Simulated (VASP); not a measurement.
NaGeCl3, 5 atoms in the cell. It takes space group Pm-3m (No. 221, cubic). Conventional cell: a = 5.061 Å, b = 5.061 Å, c = 5.061 Å, α = 90.00°, β = 90.00°, γ = 90.00°. Na (site symmetry m-3m) has 12 Cl at 3.58 Å and 8 Ge at 4.38 Å within 4.7 Å. Within 3.3 Å of Ge (site symmetry m-3m) lie 6 Cl at 2.53 Å. Within 3.3 Å of Cl (site symmetry 4/mmm) lie 2 Ge at 2.53 Å.  This cell differs from its parent crystal: strain -2.5%.

| Item | Value |
| --- | --- |
| Program | VASP 6.6.1 |
| Task | single point |
| Functional | r2SCAN |
| Potentials or basis | VASP PAW PBE potentials, release 64 (Na_pv, Ge_d, Cl) |
| Cutoff | 520 eV |
| k mesh | 6 × 6 × 6 |
| Occupations | gaussian, width 0.01 eV |
| Spin | no spin polarisation |
| Dipole correction | no |
| Further INCAR settings | ALGO = Normal; EDIFF = 1e-06; NBANDS = 29 |

Potentials or basis: VASP PAW PBE potentials, release 64 (Na_pv, Ge_d, Cl).

Command:

```sh
$ cat potpaw_PBE.64/Na_pv/POTCAR potpaw_PBE.64/Ge_d/POTCAR potpaw_PBE.64/Cl/POTCAR > POTCAR
$ cp INCAR.step1 INCAR
$ mpirun -np 1 vasp_std > vasp.out
$ cp INCAR.step2 INCAR
$ mpirun -np 1 vasp_std > vasp.out
```

Hardware: 1 thread of Intel(R) Xeon(R) 6975P-C (Granite Rapids), on a shared host.

Estimate the wall time of this run.

Wall time 110 s on 1 thread of Intel(R) Xeon(R) 6975P-C (Granite Rapids), on a shared host, peak memory 0.29 GiB. Counts: k points 20.
